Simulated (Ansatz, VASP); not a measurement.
Given: the input of a run of VASP 6.6.1 on CaO.

INCAR

```
SYSTEM = CaO
ALGO = Normal ; EDIFF = 1E-6
ENCUT = 520 ; GGA = PE
ISIF = 2 ; ISMEAR = 0
LASPH = .True. ; LCHARG = .True.
LELF = .True. ; LREAL = .False.
LVHAR = .True. ; LWAVE = .False.
NBANDS = 15 ; NELM = 100
PREC = Accurate ; SIGMA = 0.024
```

KPOINTS

```
k-points
0
Gamma
  10 10 10
  0 0 0
```

Contents of POSCAR:

```
CaO
1.0
    0.0000000000      2.4035556960      2.4035556960
    2.4035556960      0.0000000000      2.4035556960
    2.4035556960      2.4035556960      0.0000000000
Ca O
1 1
Direct
    0.0000000000      0.0000000000      0.0000000000
    0.5000000000      0.5000000000      0.5000000000
```

Potentials or basis: VASP PAW PBE potentials, release 64 (Ca_sv, O).

Launch:

```sh
$ cat potpaw_PBE.64/Ca_sv/POTCAR potpaw_PBE.64/O/POTCAR > POTCAR
$ mpirun -np 1 vasp_std > vasp.out
```

Q: Set up the same calculation for Ansatz 0.2.0. Potentials there: all-electron LAPW, scalar-relativistic.

A: As run (the cutoff follows the program's own potentials):

File input.yaml:

```yaml
crystal:
  lattice:
    - [0.0, 2.403555696, 2.403555696]
    - [2.403555696, 0.0, 2.403555696]
    - [2.403555696, 2.403555696, 0.0]
  atoms:
    - { symbol: Ca, position: [0.0, 0.0, 0.0] }
    - { symbol: O, position: [0.5, 0.5, 0.5] }
kpoints:
  mp_grid: { grid: [10, 10, 10] }
scf:
  occupations: { method: gaussian, width: 0.024 }
hamiltonian:
  xc: pbe
  pseudopotentials: { kind: all_electron, lapw: { basis_error: 0.001 } }
output:
  forces: true
  stress: true
  eigenvalues: true
```

Potentials or basis: all-electron LAPW, scalar-relativistic.

The run is started by

```sh
$ ansatz run input.yaml --threads 1 --pin off --max-ram 3072MiB --backend cpu --events-out ev --progress --plain --runs-dir out
```

Both were run:

|  | VASP | Ansatz | Ansatz less VASP |
| --- | --- | --- | --- |
| gap on the k mesh at the Fermi level (eV) | 3.64 | 3.65 | +0.017 |
| least direct gap on the mesh (eV) | 4.01 | 4.03 | +0.016 |
| pressure (GPa) | 2.2 | 1.6 | -0.57 |

Ansatz ran all-electron here, and VASP with PAW potentials.
